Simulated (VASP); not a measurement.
Here is a VASP 6.6.1 calculation.

The input INCAR:

```
SYSTEM = SrMg
PREC = Accurate ; ENCUT = 520
EDIFF = 1E-6 ; ISMEAR = 0
SIGMA = 0.1 ; LREAL = .False.
LASPH = .True. ; NELM = 100
ALGO = Normal ; ISIF = 2
LWAVE = .False. ; LCHARG = .False.
NBANDS = 13
```

File KPOINTS:

```
regular mesh
0
Gamma
  6 6 6
  0 0 0
```

The input POSCAR:

```
SrMg
1.0
    0.0000000000      3.4029854661      3.4029854661
    3.4029854661      0.0000000000      3.4029854661
    3.4029854661      3.4029854661      0.0000000000
Sr Mg
1 1
Direct
    0.5000000000      0.5000000000      0.5000000000
    0.0000000000      0.0000000000      0.0000000000
```

Potentials or basis: VASP PAW LDA potentials, release 64 (Sr_sv, Mg).

Command:

```sh
$ cat potpaw_LDA.64/Sr_sv/POTCAR potpaw_LDA.64/Mg/POTCAR > POTCAR
$ mpirun -np 1 vasp_std > vasp.out
```

(1) Predict the pressure.

(2) What does it give for the band gap on the k mesh?

Answers

(1) -0.1 GPa.

(2) zero (band 6 reaches 3.31 eV, above the bottom of band 7 at 1.10 eV).
